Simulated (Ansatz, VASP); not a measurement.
# ZnO: VASP beside Ansatz

File INCAR:

```
SYSTEM = ZnO
ALGO = Normal ; EDIFF = 1E-6
ENCUT = 520 ; GGA = CA
ISIF = 2 ; ISMEAR = 0
LASPH = .TRUE. ; LCHARG = .TRUE.
LELF = .TRUE. ; LREAL = .FALSE.
LVHAR = .TRUE. ; LWAVE = .FALSE.
NBANDS = 26 ; NELM = 60
PREC = Accurate ; SIGMA = 0.05
```

File KPOINTS:

```
k-points
0
G
  12 12 6
  0 0 0
```

POSCAR

```
ZnO
1.0
    3.1457972038      0.0000000000      0.0000000000
   -1.5728986019      2.7243402936      0.0000000000
    0.0000000000      0.0000000000      5.2896579982
Zn O
2 2
Direct
    0.3333333333      0.6666666667      0.0018514197
    0.6666666667      0.3333333333      0.5018514197
    0.3333333333      0.6666666667      0.3802485803
    0.6666666667      0.3333333333      0.8802485803
```

Input for Ansatz:

```yaml
crystal:
  lattice:
    - [3.1457972038, 0.0, 0.0]
    - [-1.5728986019, 2.7243402936, 0.0]
    - [0.0, 0.0, 5.2896579982]
  atoms:
    - { symbol: Zn, position: [0.3333333333, 0.6666666667, 0.0018514197] }
    - { symbol: Zn, position: [0.6666666667, 0.3333333333, 0.5018514197] }
    - { symbol: O, position: [0.3333333333, 0.6666666667, 0.3802485803] }
    - { symbol: O, position: [0.6666666667, 0.3333333333, 0.8802485803] }
basis:
  ecutwfc: 520.0
kpoints:
  mp_grid: { grid: [12, 12, 6] }
hamiltonian:
  xc: lda
  pseudopotentials: { kind: paw, azcp: { folder: soft_1 } }
scf:
  occupations: { method: gaussian, width: 0.05 }
output:
  forces: true
  stress: true
  eigenvalues: true
```

Alike in both runs: task single point; functional LDA; k mesh 12 × 12 × 6; occupations gaussian, width 0.05 eV; no spin polarisation.

|  | VASP | Ansatz |
| --- | --- | --- |
| version | VASP 6.6.1 | Ansatz 0.2.0 |
| potentials or method | VASP PAW LDA potentials, release 64 (Zn, O), cutoff 520 eV | scalar-relativistic, plane waves, PAW |
| valence electrons in the cell | 36 | 36 |

|  | VASP | Ansatz | Ansatz less VASP |
| --- | --- | --- | --- |
| gap on the k mesh at the Fermi level (eV) | 0.74 | 0.72 | -0.012 |
| least direct gap on the mesh (eV) | 0.74 | 0.72 | -0.012 |
| pressure (GPa) | 1.5 | 0.3 | -1.13 |
| traceless stress, the component that is largest in VASP (GPa) | -6.68 | -6.41 | +0.270 |
| rms of the force components (eV/Å) | 0.210 | 0.194 | -0.0153 |

Ansatz warns that its potentials were made for another functional, while VASP's fit it. LDA's correlation is that of Perdew and Zunger in VASP and of Perdew and Wang (1992) in Ansatz. Atom by atom the forces differ by 0.015 eV/Å (rms over components).
